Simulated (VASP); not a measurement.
A run of VASP 6.6.1 is set up as follows.

Contents of POSCAR:

```
TlCl
1.0
    3.7930964223      0.0000000000      0.0000000000
    0.0000000000      3.7930964223      0.0000000000
    0.0000000000      0.0000000000      3.7930964223
Tl Cl
1 1
Direct
    0.0000000000      0.0000000000      0.0000000000
    0.5000000000      0.5000000000      0.5000000000
```

The input INCAR.step1:

```
  ALGO = Normal
  EDIFF = 1E-5
  ENCUT = 400
  GGA = PE
  GGA_COMPAT = False
  ISIF = 2
  ISMEAR = -1
  LASPH = True
  LCHARG = False
  LREAL = False
  LWAVE = True
  NBANDS = 17
  NELM = 120
  PREC = Accurate
  SIGMA = 0.05
```

Contents of INCAR.step2:

```
  ALGO = Normal
  EDIFF = 1E-6
  ENCUT = 400
  GGA = PE
  GGA_COMPAT = False
  HFSCREEN = 0.2079
  ISIF = 2
  ISMEAR = -1
  ISTART = 1
  LASPH = True
  LCHARG = False
  LHFCALC = True
  LREAL = False
  LWAVE = False
  NBANDS = 17
  NELM = 120
  PREC = Accurate
  PRECFOCK = Normal
  SIGMA = 0.05
```

Contents of KPOINTS:

```
k-points
0
Gamma
  4 4 4
```

Potentials or basis: VASP PAW PBE potentials, release 64 (Tl_d, Cl).

Launch:

```console
$ cat potpaw_PBE.64/Tl_d/POTCAR potpaw_PBE.64/Cl/POTCAR > POTCAR
$ cp INCAR.step1 INCAR
$ mpirun -np 1 vasp_std > vasp.out
$ cp INCAR.step2 INCAR
$ mpirun -np 1 vasp_std > vasp.out
```

Problem. Predict the pressure.

Solution. 1.9 GPa.

Problem. Estimate the band gap on the k mesh.

Solution. 2.74 eV.

Caveat: the PAW data sets were made with another functional, which shifts forces and pressure a little; spin-orbit coupling is left out, which moves the levels of the heavy elements. A k mesh can miss the band edges.
